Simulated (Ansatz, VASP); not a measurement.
Two plane-wave programs on BN

File INCAR:

```
PREC     = Accurate       # precision mode
ENCUT    = 600            # plane-wave cutoff, eV
EDIFF    = 1E-6           # SCF threshold, eV
ISMEAR   = 0              # smearing method
SIGMA    = 0.05           # smearing width, eV
LREAL    = False          # projectors in reciprocal space
LASPH    = True           # aspherical terms in the spheres
NELM     = 120            # most SCF steps
ALGO     = Normal         # electronic algorithm
ISIF     = 2              # what is computed and relaxed
LWAVE    = False          # write WAVECAR
LCHARG   = False          # write CHGCAR
GGA      = PE             # functional
NBANDS   = 11             # bands
GGA_COMPAT= False
```

The input KPOINTS:

```
Automatic mesh
0
Gamma
  12 12 12
```

File POSCAR:

```
BN
1.0
    0.0000000000      1.9072054043      1.9072054043
    1.9072054043      0.0000000000      1.9072054043
    1.8571094757      1.8571094757      0.0500959286
B N
1 1
Direct
    0.0000000000      0.0000000000      0.0000000000
    0.7500000000      0.7500000000      0.7500000000
```

Input for Ansatz:

```yaml
crystal:
  lattice:
    - [0.0, 1.9072054043, 1.9072054043]
    - [1.9072054043, 0.0, 1.9072054043]
    - [1.8571094757, 1.8571094757, 0.0500959286]
  atoms:
    - { symbol: B, position: [0.0, 0.0, 0.0] }
    - { symbol: "N", position: [0.75, 0.75, 0.75] }
basis:
  ecutwfc: 520.0
kpoints:
  mp_grid: { grid: [12, 12, 12] }
hamiltonian:
  xc: pbe
  pseudopotentials: { kind: paw, azcp: { folder: soft_1 } }
scf:
  occupations: { method: gaussian, width: 0.05 }
output:
  forces: true
  stress: true
  eigenvalues: true
```

Alike in both runs: task single point; functional PBE; k mesh 12 × 12 × 12; occupations gaussian, width 0.05 eV; no spin polarisation.

|  | VASP | Ansatz |
| --- | --- | --- |
| version | VASP 6.6.1 | Ansatz 0.2.0 |
| potentials or method | VASP PAW PBE potentials, release 64 (B, N), cutoff 600 eV | scalar-relativistic, plane waves, PAW |
| valence electrons in the cell | 8 | 8 |

Ansatz gave:

* gap on the k mesh at the Fermi level (eV): 4.24
* least direct gap on the mesh (eV): 7.74
* rms of the force components (eV/Å): 0.055

Which values does VASP return?

gap on the k mesh at the Fermi level (eV): 4.24; least direct gap on the mesh (eV): 7.76; rms of the force components (eV/Å): 0.050.

Atom by atom the forces differ by 0.005 eV/Å (rms over components).
